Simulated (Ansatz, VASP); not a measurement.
## HfC: VASP beside Ansatz

```
Hf C
1.0
     0.00000    2.32500    2.32500
     2.32500    0.00000    2.32500
     2.32500    2.32500    0.00000
Hf C
1 1
Cartesian
  2.3250 2.3250 2.3250
  0.0000 0.0000 0.0000
```

Alike in both runs: task single point; functional PBE; k mesh 10 × 10 × 10; occupations gaussian, width 0.029 eV; no spin polarisation.

|  | VASP | Ansatz |
| --- | --- | --- |
| version | VASP 6.6.1 | Ansatz 0.2.0 |
| potentials or method | VASP PAW PBE potentials, release 64 (Hf_pv, C) | Ansatz PAW |
| plane-wave cutoff (eV) | 520 | 420 |
| valence electrons in the cell | 14 | 30 |

VASP gave:

- gap on the k mesh at the Fermi level (eV): none
- pressure (GPa): -0.4

What did Ansatz give for the same quantities?

gap on the k mesh at the Fermi level (eV): none; pressure (GPa): 0.2.

A gap of «none» marks a metal or a gap that the smearing closes. The functional is the same, so the differences come from potentials, cutoffs and numerics. VASP's potentials hold 14 valence electrons a cell and Ansatz's 30, so a difference there can come from the potentials and not from the codes.

Spin-orbit coupling is off throughout.
